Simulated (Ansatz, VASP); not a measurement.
**One calculation of BN, two programs**

POSCAR

```
BN
1.0
    2.5360000000      0.0000000000      0.0000000000
   -1.2680000000      2.1962400000      0.0000000000
    0.0000000000      0.0000000000      4.1990000000
B N
2 2
Direct
    0.6666666667      0.3333333333      0.0000000000
    0.3333333333      0.6666666667      0.5000000000
    0.6666666667      0.3333333333      0.3750000000
    0.3333333333      0.6666666667      0.8750000000
```

File INCAR.step1:

```
PREC     = Accurate       # precision mode
ENCUT    = 600            # plane-wave cutoff, eV
ISMEAR   = 0              # smearing method
SIGMA    = 0.01           # smearing width, eV
LREAL    = F              # projectors in reciprocal space
LASPH    = T              # aspherical terms in the spheres
NELM     = 60             # most SCF steps
GGA      = PE             # functional
ALGO     = Normal         # electronic algorithm
EDIFF    = 1E-4           # SCF threshold, eV
LWAVE    = T              # write WAVECAR
LCHARG   = F              # write CHGCAR
```

The input INCAR.step2:

```
PREC     = Accurate       # precision mode
ENCUT    = 600            # plane-wave cutoff, eV
EDIFF    = 1E-6           # SCF threshold, eV
ISMEAR   = 0              # smearing method
SIGMA    = 0.01           # smearing width, eV
LREAL    = F              # projectors in reciprocal space
LASPH    = T              # aspherical terms in the spheres
NELM     = 60             # most SCF steps
ALGO     = Normal         # electronic algorithm
ISIF     = 3              # what is computed and relaxed
LWAVE    = F              # write WAVECAR
LCHARG   = F              # write CHGCAR
METAGGA  = R2SCAN         # meta-GGA
LMIXTAU  = T            
LUSE_VDW = T            
IVDW_NL  = 2            
BPARAM   = 11.95        
CPARAM   = 0.0093       
IBRION   = 2              # ionic algorithm
NSW      = 80             # ionic steps
EDIFFG   = -0.01          # ionic threshold
ISTART   = 1
```

The input KPOINTS:

```
regular mesh
0
Gamma
  12 12 6
```

Input for Ansatz:

```yaml
crystal:
  lattice:
    - [2.536, 0.0, 0.0]
    - [-1.268, 2.19624, 0.0]
    - [0.0, 0.0, 4.199]
  atoms:
    - { symbol: B, position: [0.6666666666666665, 0.3333333333333333, 0.0] }
    - { symbol: B, position: [0.3333333333333333, 0.6666666666666666, 0.5] }
    - { symbol: "N", position: [0.6666666666666665, 0.3333333333333333, 0.375] }
    - { symbol: "N", position: [0.3333333333333333, 0.6666666666666666, 0.875] }
basis:
  ecutwfc: 571.4391111657479
kpoints:
  mp_grid:
    grid: [12, 12, 6]
hamiltonian:
  xc: r2scan
  dispersion: rvv10
scf:
  occupations:
    method: fixed
relax:
  f_tol: 0.01
  cell: {}
```

Alike in both runs: task relaxation of cell and atoms; functional r2SCAN; dispersion rVV10; k mesh 12 × 12 × 6; no spin polarisation.

```csv
,VASP,Ansatz
version,VASP 6.6.1,Ansatz 0.2.0
potentials or method,"VASP PAW PBE potentials, release 64 (B, N), cutoff 600 eV","plane waves, PAW"
occupations,"gaussian, width 0.01 eV",fixed
valence electrons in the cell,16,16
```

```tsv
	VASP	Ansatz	Ansatz less VASP
relaxed volume (Å³/atom)	5.90	5.88	-0.020
relaxed cell length with the largest relative difference (Å)	4.209	4.205	-0.0047
```

VASP's potentials were made for PBE, not for r2SCAN.
